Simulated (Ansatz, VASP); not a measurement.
**WC in VASP and in Ansatz**

```
CELL_PARAMETERS angstrom
2.90050 0.00000 0.00000
-1.45025 2.51191 0.00000
0.00000 0.00000 2.82900
ATOMIC_POSITIONS crystal
W 0.82696 0.87332 0.84093
C 0.66667 0.33333 0.50000
```

Alike in both runs: task single point; functional PBE; k mesh 18 × 18 × 16; occupations gaussian, width 0.15 eV; no spin polarisation.

|  | VASP | Ansatz |
| --- | --- | --- |
| version | VASP 6.6.1 | Ansatz 0.2.0 |
| potentials or method | VASP PAW PBE potentials, release 64 (W_sv, C), cutoff 520 eV | scalar-relativistic, plane waves, PAW |
| valence electrons in the cell | 18 | 18 |

VASP gave:

| Item | Value |
| --- | --- |
| gap on the k mesh at the Fermi level (eV) | none |
| rms of the force components (eV/Å) | 7.304 |

Question: Estimate Ansatz's values.

Answer: gap on the k mesh at the Fermi level (eV): none; rms of the force components (eV/Å): 7.221.

Atom by atom the forces differ by 0.084 eV/Å (rms over components). A gap of «none» marks a metal or a gap that the smearing closes.

Neither program's run includes spin-orbit coupling.
